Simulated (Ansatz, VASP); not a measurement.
CaO in VASP and in Ansatz

```
Ca O
1.0
     0.00000    3.19602    3.19602
     3.19602    0.00000    3.19602
     3.19602    3.19602    0.00000
Ca O
2 2
Direct
  0.50000 0.50000 0.50000
  0.75000 0.75000 0.75000
  0.00000 0.00000 0.00000
  0.25000 0.25000 0.25000
```

Change from the starting cell: species swapped into the LiGa type (Fd-3m, No. 227).

Alike in both runs: task relaxation of cell and atoms; functional PBE; k mesh 6 × 6 × 6; occupations gaussian, width 0.1 eV; no spin polarisation.

```csv
,VASP,Ansatz
version,VASP 6.6.1,Ansatz 0.2.0
potentials or method,"VASP PAW PBE potentials, release 64 (Ca_sv, O), cutoff 600 eV","scalar-relativistic, plane waves, PAW"
valence electrons in the cell,32,32
```

|  | VASP | Ansatz | Ansatz less VASP |
| --- | --- | --- | --- |
| gap on the k mesh at the Fermi level, each at its own relaxed structure (eV) | 1.42 | 1.42 | -0.001 |
| relaxed volume (Å³/atom) | 13.15 | 13.05 | -0.105 |
| relaxed cell length with the largest relative difference (Å) | 4.206 | 4.195 | -0.0112 |

Noted on VASP's run: the volume moved by over 15 % at a fixed basis, so the end points are rough.
